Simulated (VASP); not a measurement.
Here is a VASP 6.6.1 calculation.

The input INCAR:

```
SYSTEM = Hf
ALGO     = Fast           ! electronic algorithm
EDIFF    = 1E-6           ! SCF threshold, eV
ENCUT    = 520            ! plane-wave cutoff, eV
GGA      = PS             ! functional
ISIF     = 2              ! what is computed and relaxed
ISMEAR   = 0              ! smearing method
LASPH    = .True.         ! aspherical terms in the spheres
LCHARG   = .False.        ! write CHGCAR
LREAL    = .False.        ! projectors in reciprocal space
LWAVE    = .False.        ! write WAVECAR
NBANDS   = 17             ! bands
NELM     = 100            ! most SCF steps
PREC     = Accurate       ! precision mode
SIGMA    = 0.1            ! smearing width, eV
```

Contents of KPOINTS:

```
k-points
0
Gamma
  15 15 8
  0 0 0
```

File POSCAR:

```
Hf
1.0
    3.1602335644      0.0000000000      0.0000000000
   -1.5801167822      2.7368425486      0.0000000000
    0.0000000000      0.0000000000      4.9962246985
Hf
2
Direct
    0.3333333333      0.6666666667      0.7500000000
    0.6666666667      0.3333333333      0.2500000000
```

Potentials or basis: VASP PAW PBE potentials, release 64 (Hf_pv).

The run is started by

```console
$ cat potpaw_PBE.64/Hf_pv/POTCAR > POTCAR
$ mpirun -np 1 vasp_std > vasp.out
```

Problem. What does it give for the pressure?

Solution. -0.4 GPa.

Problem. What does it give for the band gap on the k mesh?

Solution. Zero (band 10 reaches 6.17 eV, above the bottom of band 11 at 4.56 eV).

Stress tensor (GPa, compression positive):
```
-0.32  0.00  0.00
 0.00 -0.32  0.00
 0.00  0.00 -0.45
```

Caveat: the PAW data sets were made with another functional, which shifts forces and pressure a little; spin-orbit coupling is left out, which moves the levels of the heavy elements.
